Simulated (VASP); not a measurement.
Wanted: the native input for a VASP 6.6.1 run.

```yaml
Task: single point
Functional: PBE
Potentials_or_basis: VASP PAW PBE potentials, release 64 (Zr_sv, Si)
Cutoff: 500 eV
k_mesh: 3 × 3 × 4
Occupations: gaussian, width 0.2 eV
Spin: no spin polarisation
Dipole_correction: no
Further_INCAR_settings: ALGO = Normal; EDIFF = 1e-06; NBANDS = 39
```

The structure of Zr4Si3 lies in POSCAR:

```
Zr4Si3
1.0
    5.5512077990      0.0000000000      0.0000000000
    0.0000000000      5.5512077990      0.0000000000
    0.0000000000      0.0000000000      5.2473201967
Zr Si
4 3
Direct
    0.0000000000      0.0000000000      0.0000000000
    0.0000000000      0.5000000000      0.5000000000
    0.5000000000      0.0000000000      0.5000000000
    0.5000000000      0.5000000000      0.5000000000
    0.0000000000      0.0000000000      0.5000000000
    0.0000000000      0.5000000000      0.0000000000
    0.5000000000      0.0000000000      0.0000000000
```

The input as run:

INCAR

```
SYSTEM = Zr4Si3
ALGO = Normal ; EDIFF = 1E-6
ENCUT = 500 ; GGA = PE
GGA_COMPAT = .False. ; ISIF = 2
ISMEAR = 0 ; LASPH = .True.
LCHARG = .False. ; LREAL = .False.
LWAVE = .False. ; NBANDS = 39
NELM = 120 ; PREC = Accurate
SIGMA = 0.2
```

KPOINTS

```
k-points
0
Gamma
  3 3 4
  0 0 0
```

Potentials or basis: VASP PAW PBE potentials, release 64 (Zr_sv, Si).

Command:

```bash
$ cat potpaw_PBE.64/Zr_sv/POTCAR potpaw_PBE.64/Si/POTCAR > POTCAR
$ mpirun -np 1 vasp_std > vasp.out
```

It gave:

```json
{
  "Pressure": "0.2 GPa",
  "Band gap on the k mesh": "zero (band 30 reaches 7.48 eV, above the bottom of band 31 at 6.42 eV)"
}
```

Caveat: the k points lie up to 0.38 Å⁻¹ apart.

It took 120 s on 1 thread of Intel Xeon 8259CL (shared host), peak memory 0.25 GiB.
